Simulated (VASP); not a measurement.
Here is a VASP 6.6.1 calculation.

Contents of INCAR:

```
SYSTEM = Pb
PREC = Accurate
ENCUT = 520
EDIFF = 1E-6
ISMEAR = 0
SIGMA = 0.15
LREAL = .FALSE.
LASPH = .TRUE.
NELM = 60
ALGO = Fast
ISIF = 2
LWAVE = .FALSE.
LCHARG = .FALSE.
GGA = PS
NBANDS = 13
```

KPOINTS

```
regular mesh
0
G
  18 18 18
  0 0 0
```

Contents of POSCAR:

```
Pb
1.0
   -1.9796595667      1.9796595667      1.8806765884
    1.9796595667     -1.9796595667      1.8806765884
    1.9796595667      1.9796595667     -1.8806765884
Pb
1
Direct
    0.0000000000      0.0000000000      0.0000000000
```

Potentials or basis: VASP PAW PBE potentials, release 64 (Pb_d).

Launch:

```sh
$ cat potpaw_PBE.64/Pb_d/POTCAR > POTCAR
$ mpirun -np 1 vasp_std > vasp.out
```

Problem. Predict the band gap on the k mesh.

Solution. Zero (bands 7 and 8 overlap by 9.83 eV).

Problem. Estimate the pressure.

Solution. 0.7 GPa.

Stress tensor (GPa, compression positive):
```
0.98 0.00 0.00
0.00 0.98 0.00
0.00 0.00 0.00
```

Caveat: the cell differs from its parent crystal (strain +0.000 along x and y, -0.050 along z); the PAW data sets were made with another functional, which shifts forces and pressure a little; spin-orbit coupling is left out, which moves the levels of the heavy elements.
